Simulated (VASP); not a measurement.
Set up this calculation in VASP 6.6.1, as the native input.

- Task: single point
- Functional: PBE
- Potentials or basis: VASP PAW PBE potentials, release 64 (Nb_sv)
- Cutoff: 520 eV
- k mesh: 8 × 8 × 8
- Occupations: gaussian, width 0.05 eV
- Spin: no spin polarisation
- Dipole correction: no
- Further INCAR settings: ALGO = Normal; EDIFF = 1e-06; NBANDS = 12

The structure of Nb lies in POSCAR:

```
Nb
1.0
    0.0000000000      2.0788697323      2.0788697323
    2.0788697323      0.0000000000      2.0788697323
    2.0788697323      2.0788697323      0.0000000000
Nb
1
Direct
    0.0000000000      0.0000000000      0.0000000000
```

The input as run:

INCAR

```
SYSTEM = Nb
  ALGO = Normal
  EDIFF = 1E-6
  ENCUT = 520
  GGA = PE
  ISIF = 2
  ISMEAR = 0
  LASPH = .True.
  LCHARG = .False.
  LREAL = .False.
  LWAVE = .False.
  NBANDS = 12
  NELM = 80
  PREC = Accurate
  SIGMA = 0.05
```

KPOINTS

```
k-points
0
Gamma
  8 8 8
  0 0 0
```

Potentials or basis: VASP PAW PBE potentials, release 64 (Nb_sv).

Command:

```console
$ cat potpaw_PBE.64/Nb_sv/POTCAR > POTCAR
$ mpirun -np 1 vasp_std > vasp.out
```

It gave:

```json
{
  "Pressure": "6.8 GPa"
}
```

It took 5.6 s on 1 thread of Intel Xeon 6975P-C (shared host), peak memory 0.13 GiB.
